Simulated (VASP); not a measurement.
# I (P6_3/mmc) in VASP: further runs, part 2 of 2

VASP 6.6.1. The steps go on from the part before.

## 3. Relaxation of cell and atoms, PBEsol

This run uses another cell than the first one.

File INCAR:

```
SYSTEM = I
PREC = Accurate ; ENCUT = 600
EDIFF = 1E-7 ; ISMEAR = 0
SIGMA = 0.1 ; LREAL = .FALSE.
LASPH = .TRUE. ; NELM = 60
ALGO = Normal ; ISIF = 3
LWAVE = .FALSE. ; LCHARG = .FALSE.
GGA = PS ; IBRION = 2
NSW = 90 ; EDIFFG = -0.04
```

File KPOINTS:

```
Automatic mesh
0
G
  6 6 2
  0 0 0
```

File POSCAR:

```
I
1.0
    4.3428864831      0.0000000000      0.0000000000
   -2.1714432416      3.7610500201      0.0000000000
    0.0000000000      0.0000000000     11.8281867629
I
4
Direct
    0.0000000000      0.0000000000      0.2500000000
    0.0000000000      0.0000000000      0.7500000000
    0.3333333333      0.6666666667      0.7500000000
    0.6666666667      0.3333333333      0.2500000000
```

Potentials or basis: VASP PAW PBE potentials, release 64 (I).

The run is started by

```sh
cat potpaw_PBE.64/I/POTCAR > POTCAR
mpirun -np 1 vasp_std > vasp.out
```

OUTCAR:

```text
SYSTEM = I
   PREC = Accurate
   ENCUT = 600
   EDIFF = 1E-7
   ISMEAR = 0
   LREAL = .FALSE.
   LASPH = .TRUE.
   NELM = 60
   ISIF = 3
   GGA = PS
   IBRION = 2
   NSW = 90
   EDIFFG = -0.04

 ion  position               nearest neighbor table
   1  0.000  0.000  0.250-   4 2.51   4 2.51   4 2.51
   2  0.000  0.000  0.750-   3 2.51   3 2.51   3 2.51
   3  0.333  0.667  0.750-   2 2.51   2 2.51   2 2.51
   4  0.667  0.333  0.250-   1 2.51   1 2.51   1 2.51

  LATTYP: Found a hexagonal cell.
 ALAT       =     4.3428864831
 C/A-ratio  =     2.7235772358

  Lattice vectors:

 A1 = (   4.3428864831,   0.0000000000,   0.0000000000)
 A2 = (  -2.1714432416,   3.7610500201,   0.0000000000)
 A3 = (   0.0000000000,   0.0000000000,  11.8281867629)

Analysis of symmetry for initial positions (statically):
[... 175 lines left out ...]
 cond. band min:       3.5452150027   @ k =   0.3333   0.0000   0.0000
 fundamental gap:      0.2034621379
 Fermi energy:         3.5198563420

 k-point     1 :       0.0000    0.0000    0.0000
  band No.  band energies     occupation
      1     -14.5117      2.00000
      2     -14.5093      2.00000
      3      -6.3400      2.00000
      4      -6.3386      2.00000
      5      -3.8050      2.00000
      6      -3.8050      2.00000
[... 510 lines left out ...]
--------------------------------------- Ionic step        7  -------------------------------------------

 number of electron      27.9999992 magnetization

 Free energy of the ion-electron system (eV)
  ---------------------------------------------------
  ext. energy  EPLUGINS =         0.00000000
  ---------------------------------------------------
  free energy    TOTEN  =        -5.57940181 eV

  energy without entropy =       -5.56610118  energy(sigma->0) =       -5.57275150

 E-fermi :  -1.1833     XC(G=0):  -5.4571

 val. band max:       -1.2285706313   @ k =   0.5000   0.0000   0.0000
 cond. band min:      -1.0073319175   @ k =   0.1667   0.0000   0.0000
 fundamental gap:      0.2212387137
 Fermi energy:        -1.1833154653

 k-point     1 :       0.0000    0.0000    0.0000
  band No.  band energies     occupation
      1     -14.2390      2.00000
      2     -14.2357      2.00000
      3     -11.8968      2.00000
      4     -11.8955      2.00000
      5      -4.6126      2.00000
      6      -4.6126      2.00000
[... 314 lines left out ...]
  FREE ENERGIE OF THE ION-ELECTRON SYSTEM (eV)
  ---------------------------------------------------
  free  energy   TOTEN  =        -5.5794018086 eV

  energy  without entropy=       -5.5661011845  energy(sigma->0) =       -5.57275150

 reached required accuracy - stopping structural energy minimisation
```

It took 5.7 min on 1 thread of Intel Xeon Platinum 8259CL at 2.50GHz (Skylake/Cascade Lake), shared host; peak memory 0.37 GiB.

Results:

```
Free energy                           : -5.5794 eV
Relaxed cell                          : a = 5.452 Å, b = 5.452 Å, c = 11.825 Å, α = 90.00°, β = 90.00°, γ = 120.00°
Space group after relaxing (to 0.1 Å) : P6_3/mmc (No. 194)
Energy gained by relaxing             : 2198.9 meV/atom
Ionic steps                           : 7
Pressure after relaxing               : 0.0 GPa
Band gap on the k mesh                : zero (bands 14 and 15 overlap by 0.08 eV)
```

The path:
```csv
step,energy change (eV),largest force (eV/Å),pressure (GPa),volume (Å³)
1,0.0000,0.0000,28.42,193.20
2,-5.8686,0.0000,-1.39,506.84
3,-6.4785,0.0000,-1.66,464.01
4,-7.1307,0.0000,-1.86,424.51
5,-8.7848,0.0000,0.37,297.63
6,-8.7790,0.0000,-0.42,312.25
7,-8.7956,0.0000,-0.04,304.39
```

Final structure:
```
CELL_PARAMETERS angstrom
5.45191 0.00000 0.00000
-2.72595 4.72149 0.00000
0.00000 0.00000 11.82509
ATOMIC_POSITIONS crystal
I 0.00000 0.00000 0.25000
I 0.00000 0.00000 0.75000
I 0.33333 0.66667 0.75000
I 0.66667 0.33333 0.25000
```

Levels at points of the mesh, in eV from the Fermi level:
```
           k point  band 11  band 12  band 13  band 14  band 15  band 16  band 17  band 18
(0.00, 0.00, 0.00)    -0.17    -0.13    -0.13    -0.13    -0.12    -0.12     4.33     5.92
(0.50, 0.00, 0.00)    -1.04    -1.03    -0.05    -0.05     1.14     1.14     5.71     5.79
(0.00, 0.00, 0.50)    -0.15    -0.15    -0.12    -0.12    -0.12    -0.12     4.91     4.91
(0.50, 0.00, 0.50)    -1.04    -1.04    -0.05    -0.05     1.14     1.14     5.86     5.86
```

Caveat: the volume moved by over 15 % at a fixed basis, so the end points are rough; the relaxation moved the vacuum too, so the length across it says nothing of the material; the PAW data sets were made with another functional, which shifts forces and pressure a little; spin-orbit coupling is left out, which moves the levels of the heavy elements.

## 4. Single point, PBEsol

This run uses another cell than the first one, of 44.40 Å³/atom.

File INCAR:

```
SYSTEM = I
ALGO     = Normal         ! electronic algorithm
EDIFF    = 1E-6           ! SCF threshold, eV
ENCUT    = 520            ! plane-wave cutoff, eV
GGA      = PS             ! functional
ISIF     = 2              ! what is computed and relaxed
ISMEAR   = 0              ! smearing method
LASPH    = .True.         ! aspherical terms in the spheres
LCHARG   = .True.         ! write CHGCAR
LELF     = .True.         ! ELF
LREAL    = .False.        ! projectors in reciprocal space
LVHAR    = .True.       
LWAVE    = .False.        ! write WAVECAR
NBANDS   = 22             ! bands
NELM     = 100            ! most SCF steps
PREC     = Accurate       ! precision mode
SIGMA    = 0.1            ! smearing width, eV
```

File KPOINTS:

```
k-points
0
Gamma
  12 12 6
  0 0 0
```

File POSCAR:

```
I
1.0
    4.3990144500      0.0000000000      0.0000000000
   -2.1995072250      3.8096582653      0.0000000000
    0.0000000000      0.0000000000     10.5977414433
I
4
Direct
    0.3333333333      0.6666666667      0.3792492411
    0.6666666667      0.3333333333      0.8792492411
    0.6666666667      0.3333333333      0.6207507589
    0.3333333333      0.6666666667      0.1207507589
```

The run is started by

```sh
cat potpaw_PBE.64/I/POTCAR > POTCAR
mpirun -np 1 vasp_std > vasp.out
```

Wall time 3.9 min (1 thread of Intel Xeon Platinum 8259CL at 2.50GHz (Skylake/Cascade Lake), shared host); peak memory 0.43 GiB.

Results (log left out):

* Free energy: -6.4767 eV
* Pressure: 0.0 GPa
* Largest force: 0.010 eV/Å
* Band gap on the k mesh: zero (bands 14 and 15 overlap by 0.08 eV)

Forces on the atoms (eV/Å):
```
I    0.000  0.000 -0.010
I    0.000  0.000 -0.010
I    0.000  0.000  0.010
I    0.000  0.000  0.010
```

Levels at points of the mesh, in eV from the Fermi level:
```tsv
k point	band 10	band 11	band 12	band 13	band 14	band 15	band 16	band 17	band 18	band 19
(0.00, 0.00, 0.00)	-1.60	-0.98	-0.98	-0.46	-0.09	-0.09	1.60	3.93	4.22	6.70
(0.50, 0.00, 0.00)	-2.70	-1.93	-1.78	-1.61	-0.10	0.93	1.40	4.26	5.41	5.80
(0.00, 0.00, 0.50)	-1.97	-0.46	-0.46	-0.46	-0.46	0.76	0.76	4.38	4.38	6.24
(0.50, 0.00, 0.50)	-2.48	-1.51	-1.51	-0.67	-0.67	0.76	0.76	4.78	4.78	6.40
```

Caveat: this functional lacks dispersion, which holds the molecules together, so the pressure and a relaxed volume are unreliable; the PAW data sets were made with another functional, which shifts forces and pressure a little; spin-orbit coupling is left out, which moves the levels of the heavy elements.

## 5. Single point, PBEsol

This run uses another cell than the first one, of 54.51 Å³/atom.

Edit INCAR of step 4 so:

```diff
@@ -2,3 +2,3 @@
 ALGO     = Normal         ! electronic algorithm
-EDIFF    = 1E-6           ! SCF threshold, eV
+EDIFF    = 1E-7           ! SCF threshold, eV
 ENCUT    = 520            ! plane-wave cutoff, eV
@@ -14,3 +14,3 @@
 NBANDS   = 22             ! bands
-NELM     = 100            ! most SCF steps
+NELM     = 80             ! most SCF steps
 PREC     = Accurate       ! precision mode
```

KPOINTS is that of step 4.

File POSCAR:

```
I
1.0
    5.4441504870      0.0000000000      0.0000000000
   -2.7220752435      4.7147726237      0.0000000000
    0.0000000000      0.0000000000      8.4945010900
I
4
Direct
    0.0000000000      0.0000000000      0.2500000000
    0.0000000000      0.0000000000      0.7500000000
    0.3333333333      0.6666666667      0.7500000000
    0.6666666667      0.3333333333      0.2500000000
```

The run is started by

```sh
cat potpaw_PBE.64/I/POTCAR > POTCAR
mpirun -np 1 vasp_std > vasp.out
```

It took 3.9 min on 1 thread of Intel Xeon Platinum 8259CL at 2.50GHz (Skylake/Cascade Lake), shared host; peak memory 0.47 GiB.

The run converged. Its results:

| Quantity | Value |
| --- | --- |
| Free energy | -5.6209 eV |
| Pressure | 0.0 GPa |
| Band gap on the k mesh | zero (bands 14 and 15 overlap by 0.15 eV) |

Levels at points of the mesh, in eV from the Fermi level:
```tsv
k point	band 10	band 11	band 12	band 13	band 14	band 15	band 16	band 17	band 18	band 19
(0.00, 0.00, 0.00)	-1.77	-0.45	-0.16	-0.16	-0.09	-0.09	0.14	4.36	6.04	6.96
(0.50, 0.00, 0.00)	-1.65	-1.11	-0.61	-0.04	-0.04	1.12	1.19	5.58	5.68	5.90
(0.00, 0.00, 0.50)	-2.43	-0.20	-0.20	-0.13	-0.13	-0.13	-0.13	5.66	5.66	7.09
(0.50, 0.00, 0.50)	-1.77	-1.09	-1.09	-0.04	-0.04	1.15	1.15	5.91	5.91	6.13
```

Caveat: the PAW data sets were made with another functional, which shifts forces and pressure a little; spin-orbit coupling is left out, which moves the levels of the heavy elements; this functional lacks dispersion, which binds layers or chains, so the pressure and a relaxed spacing across them are unreliable.

## 6. Overview

| task | cell | k mesh | cutoff (eV) | gap on the mesh (eV) | pressure (GPa) | relaxed volume (Å³/atom) | largest force (eV/Å) |
| --- | --- | --- | --- | --- | --- | --- | --- |
| relaxation of cell and atoms | relaxed from a = 5.034, b = 5.034, c = 8.307 Å, angles 90.0, 90.0, 120.0°, 4 atoms, atomic positions A | 6 × 6 × 2 | 600 | none | 0.0 | 44.68 | 0.01 |
| relaxation of cell and atoms | relaxed from a = 4.343, b = 4.343, c = 11.828 Å, angles 90.0, 90.0, 120.0°, 4 atoms, atomic positions B | 6 × 6 × 2 | 600 | none | 0.0 | 76.10 | - |
| single point | a = 4.399, b = 4.399, c = 10.598 Å, angles 90.0, 90.0, 120.0°, 4 atoms, atomic positions C | 12 × 12 × 6 | 520 | none | 0.0 | - | 0.01 |
| single point | a = 5.444, b = 5.444, c = 8.495 Å, angles 90.0, 90.0, 120.0°, 4 atoms, atomic positions B | 12 × 12 × 6 | 520 | none | 0.0 | - | - |

Alike in all rows: level PBEsol; potentials or basis VASP PAW PBE potentials, release 64 (I); no spin polarisation; smearing gaussian 0.1 eV.

Caveats: some runs use coarse meshes; the PAW data sets were made with another functional, which shifts forces and pressure a little; spin-orbit coupling is left out, which moves the levels of the heavy elements; a cell axis changed by over 15 % at a fixed basis, so the end point is rough (at least some runs); the volume moved by over 15 % at a fixed basis, so the end points are rough (at least some runs); the relaxation moved the vacuum too, so the length across it says nothing of the material (at least some runs); this functional lacks dispersion, which holds the molecules together, so the pressure and a relaxed volume are unreliable (at least some runs); this functional lacks dispersion, which binds layers or chains, so the pressure and a relaxed spacing across them are unreliable (at least some runs).

Absolute energies hang on the potentials; compare differences alone.

The gap in the log of VASP goes by the Fermi energy; the results here count the filled bands.